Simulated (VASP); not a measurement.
Set up this calculation in VASP 6.6.1, as the native input.

- Task: relaxation of cell and atoms
- Functional: PBE
- Potentials or basis: VASP PAW PBE potentials, release 64 (Zn, O)
- Cutoff: 600 eV
- k mesh: 15 × 15 × 15
- Occupations: fermi-dirac, width 0.1 eV
- Spin: no spin polarisation
- Dipole correction: no
- Further INCAR settings: ALGO = Normal; EDIFF = 1e-07; IBRION = 2; EDIFFG = -0.005; NSW = 60; ISIF = 3

The structure of ZnO (CsCl type) lies in POSCAR:

```
ZnO
1.0
    2.7144176166      0.0000000000      0.0000000000
    0.0000000000      2.7144176166      0.0000000000
    0.0000000000      0.0000000000      2.7144176166
Zn O
1 1
Direct
    0.0000000000      0.0000000000      0.0000000000
    0.5000000000      0.5000000000      0.5000000000
```

The input as run:

INCAR

```
SYSTEM = ZnO
PREC = Accurate
ENCUT = 600
EDIFF = 1E-7
ISMEAR = -1
SIGMA = 0.1
LREAL = .False.
LASPH = .True.
NELM = 80
ALGO = Normal
ISIF = 3
LWAVE = .False.
LCHARG = .False.
GGA = PE
IBRION = 2
NSW = 60
EDIFFG = -0.005
```

KPOINTS

```
Automatic mesh
0
Gamma
  15 15 15
  0 0 0
```

Potentials or basis: VASP PAW PBE potentials, release 64 (Zn, O).

Run with:

```console
$ cat potpaw_PBE.64/Zn/POTCAR potpaw_PBE.64/O/POTCAR > POTCAR
$ mpirun -np 1 vasp_std > vasp.out
```

It gave:

The relaxed volume is 9.74 Å³/atom and the relaxed cell is a = 2.691 Å, b = 2.691 Å, c = 2.691 Å, α = 90.00°, β = 90.00°, γ = 90.00°. The space group after relaxing (to 0.1 Å) is Pm-3m (No. 221). The energy gained by relaxing is 3.2 meV/atom and the ionic steps are 3. The pressure after relaxing is 0.0 GPa and the band gap on the k mesh is zero (bands 9 and 10 overlap by 0.85 eV).

Wall time 100 s on 1 thread of Intel Xeon 8259CL, on a shared host, peak memory 0.17 GiB.
